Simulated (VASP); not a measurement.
Wanted: the native input for a VASP 6.6.1 run.

| Quantity | Value |
| --- | --- |
| Task | relaxation of cell and atoms |
| Functional | PBE |
| Potentials or basis | VASP PAW PBE potentials, release 64 (F) |
| Cutoff | 600 eV |
| k mesh | 18 × 18 × 18 |
| Occupations | fermi-dirac, width 0.08 eV |
| Spin | no spin polarisation |
| Target pressure | -0.82 GPa |
| Dipole correction | no |
| Further INCAR settings | ALGO = Normal; EDIFF = 1e-07; IBRION = 2; EDIFFG = -0.005; NSW = 60; ISIF = 3 |

The structure of F lies in POSCAR:

```
F
1.0
    0.0000000000      1.7317389579      1.7317389579
    1.7317389579      0.0000000000      1.7317389579
    1.7317389579      1.7317389579      0.0000000000
F
1
Direct
    0.0000000000      0.0000000000      0.0000000000
```

One way to write it, as run:

INCAR

```
SYSTEM = F
  PREC = Accurate
  ENCUT = 600
  EDIFF = 1E-7
  ISMEAR = -1
  SIGMA = 0.08
  LREAL = .False.
  LASPH = .True.
  NELM = 120
  ALGO = Normal
  ISIF = 3
  LWAVE = .False.
  LCHARG = .False.
  GGA = PE
  IBRION = 2
  NSW = 60
  EDIFFG = -0.005
  PSTRESS = -8.2
  GGA_COMPAT = .False.
  NELMIN = 4
```

KPOINTS

```
Automatic mesh
0
Gamma
  18 18 18
  0 0 0
```

Potentials or basis: VASP PAW PBE potentials, release 64 (F).

The run is started by

```bash
$ cat potpaw_PBE.64/F/POTCAR > POTCAR
$ mpirun -np 1 vasp_std > vasp.out
```

Results of the run:

```
Relaxed volume                                         : 10.26 Å³/atom
Relaxed cell                                           : a = 2.439 Å, b = 2.439 Å, c = 2.439 Å, α = 60.00°, β = 60.00°, γ = 60.00°
Space group after relaxing (to 0.05 Å)                 : Fm-3m (No. 225)
Energy change on relaxing (the enthalpy is what falls) : -0.9 meV/atom
Ionic steps                                            : 3
Pressure after relaxing                                : -0.8 GPa
```

Caveat: the cell is relaxed towards a set pressure, so the enthalpy falls and the energy may rise; an odd number of electrons without spin polarisation forces a metal; a magnetic or distorted state may lie lower.

Run time: 43 s on 1 thread of Intel Xeon 8259CL, on a shared host, peak memory 0.13 GiB.
